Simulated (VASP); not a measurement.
Write the native input for VASP 6.6.1 that does the following.

```yaml
Task: single point
Functional: PBEsol
Potentials_or_basis: VASP PAW PBE potentials, release 64 (Ag, Cl)
Cutoff: 520 eV
k_mesh: 6 × 6 × 6
Occupations: gaussian, width 0.01 eV
Spin: no spin polarisation
Dipole_correction: no
Further_INCAR_settings: ALGO = Normal; EDIFF = 1e-06; NBANDS = 16
```

The structure of AgCl (Chlorargyrite) lies in POSCAR:

```
AgCl
1.0
    0.0000000000      2.7731725637      2.7731725637
    2.7731725637      0.0000000000      2.7731725637
    2.7731725637      2.7731725637      0.0000000000
Ag Cl
1 1
Direct
    0.0000000000      0.0000000000      0.0000000000
    0.5000000000      0.5000000000      0.5000000000
```

These files were run (other wordings do the same):

INCAR

```
SYSTEM = AgCl
PREC = Accurate ; ENCUT = 520
EDIFF = 1E-6 ; ISMEAR = 0
SIGMA = 0.01 ; LREAL = .FALSE.
LASPH = .TRUE. ; NELM = 60
ALGO = Normal ; ISIF = 2
LWAVE = .FALSE. ; LCHARG = .FALSE.
GGA = PS ; NBANDS = 16
```

KPOINTS

```
Automatic mesh
0
G
  6 6 6
  0 0 0
```

Potentials or basis: VASP PAW PBE potentials, release 64 (Ag, Cl).

The run is started by

```sh
$ cat potpaw_PBE.64/Ag/POTCAR potpaw_PBE.64/Cl/POTCAR > POTCAR
$ mpirun -np 1 vasp_std > vasp.out
```

Results of the run:

```yaml
Pressure: -2.7 GPa
Band_gap_on_the_k_mesh: 0.73 eV, indirect (least direct gap 3.06 eV)
```

Caveat: the PAW data sets were made with another functional, which shifts forces and pressure a little.

Wall time 17 s on 1 thread of Oxide Virtual Turin-like Processor, with other jobs on the host, peak memory 0.13 GiB.
